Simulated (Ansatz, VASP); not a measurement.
PbSe in VASP and in Ansatz

```
Pb Se
1.0
     3.78432    0.00000    0.00000
     0.00000    3.78432    0.00000
     0.00000    0.00000    3.78432
Pb Se
1 1
Direct
  0.00000 0.00000 0.00000
  0.50000 0.50000 0.50000
```

Alike in both runs: task single point; functional RPBE; k mesh 7 × 7 × 7; occupations fermi-dirac, width 0.02 eV; no spin polarisation.

|  | VASP | Ansatz |
| --- | --- | --- |
| version | VASP 6.6.1 | Ansatz 0.2.0 |
| potentials or method | VASP PAW PBE potentials, release 64 (Pb_d, Se), cutoff 520 eV | all-electron LAPW, scalar-relativistic |

|  | VASP | Ansatz | Ansatz less VASP |
| --- | --- | --- | --- |
| gap on the k mesh at the Fermi level (eV) | none | none | - |
| pressure (GPa) | 1.7 | 1.7 | +0.02 |

VASP's potentials were made for PBE, not for RPBE. A gap of «none» marks a metal or a gap that the smearing closes. Ansatz ran all-electron here, and VASP with PAW potentials.

Spin-orbit coupling is off throughout.
